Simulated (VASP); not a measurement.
A run of VASP 6.6.1 is set up as follows.

File INCAR:

```
PREC = Accurate
ENCUT = 520
EDIFF = 1E-6
ISMEAR = 0
SIGMA = 0.1
LREAL = F
LASPH = T
NELM = 80
ALGO = Fast
ISIF = 2
LWAVE = F
LCHARG = F
GGA = PE
NBANDS = 12
```

KPOINTS

```
Automatic mesh
0
Gamma
  8 8 8
```

File POSCAR:

```
Ta
1.0
   -1.6539927006      1.6539927006      1.6539927006
    1.6539927006     -1.6539927006      1.6539927006
    1.6539927006      1.6539927006     -1.6539927006
Ta
1
Direct
    0.0000000000      0.0000000000      0.0000000000
```

Potentials or basis: VASP PAW PBE potentials, release 64 (Ta_pv).

Run with:

```console
$ cat potpaw_PBE.64/Ta_pv/POTCAR > POTCAR
$ mpirun -np 1 vasp_std > vasp.out
```

Problem. What does it give for the pressure?

Solution. 0.1 GPa.
